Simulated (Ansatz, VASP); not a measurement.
## ZnS in VASP and in Ansatz

POSCAR

```
ZnS
1.0
    0.0000000000      2.6945131952      2.6945131952
    2.6945131952      0.0000000000      2.6945131952
    2.6945131952      2.6945131952      0.0000000000
Zn S
1 1
Direct
    0.0000000000      0.0000000000      0.0000000000
    0.6943313173      0.6943313173      0.6482138706
```

The input INCAR.step1:

```
  PREC = Accurate
  ENCUT = 520
  ISMEAR = 0
  SIGMA = 0.05
  LREAL = False
  LASPH = True
  NELM = 60
  NBANDS = 16
  GGA = PE
  ALGO = Normal
  EDIFF = 1E-4
  LWAVE = True
  LCHARG = False
```

INCAR.step2

```
  PREC = Accurate
  ENCUT = 520
  EDIFF = 1E-6
  ISMEAR = 0
  SIGMA = 0.05
  LREAL = False
  LASPH = True
  NELM = 60
  ALGO = Normal
  ISIF = 2
  LWAVE = False
  LCHARG = False
  METAGGA = R2SCAN
  LMIXTAU = True
  NBANDS = 16
  ISTART = 1
```

File KPOINTS:

```
Automatic mesh
0
Gamma
  8 8 8
```

Input for Ansatz:

```yaml
crystal:
  lattice:
    - [0.0, 2.6945131952, 2.6945131952]
    - [2.6945131952, 0.0, 2.6945131952]
    - [2.6945131952, 2.6945131952, 0.0]
  atoms:
    - { symbol: Zn, position: [0.0, 0.0, 0.0] }
    - { symbol: S, position: [0.6943313173, 0.6943313173, 0.6482138706] }
basis:
  ecutwfc: 500
kpoints:
  mp_grid: { grid: [8, 8, 8] }
hamiltonian:
  xc: r2scan
scf:
  occupations: { method: gaussian, width: 0.05 }
output:
  forces: true
  stress: true
  eigenvalues: true
```

Alike in both runs: task single point; functional r2SCAN; k mesh 8 × 8 × 8; occupations gaussian, width 0.05 eV; no spin polarisation.

```csv
,VASP,Ansatz
version,VASP 6.6.1,Ansatz 0.2.0
potentials or method,"VASP PAW PBE potentials, release 64 (Zn, S), cutoff 520 eV","scalar-relativistic, plane waves, PAW"
valence electrons in the cell,18,18
```

|  | VASP | Ansatz | Ansatz less VASP |
| --- | --- | --- | --- |
| gap on the k mesh at the Fermi level (eV) | 2.83 | 2.82 | -0.013 |
| least direct gap on the mesh (eV) | 2.83 | 2.82 | -0.013 |
| pressure (GPa) | 5.8 | 5.6 | -0.17 |
| traceless stress, the component that is largest in VASP (GPa) | -4.51 | -4.42 | +0.092 |
| rms of the force components (eV/Å) | 0.936 | 0.923 | -0.0128 |

VASP's potentials were made for PBE, not for r2SCAN. Atom by atom the forces differ by 0.016 eV/Å (rms over components).
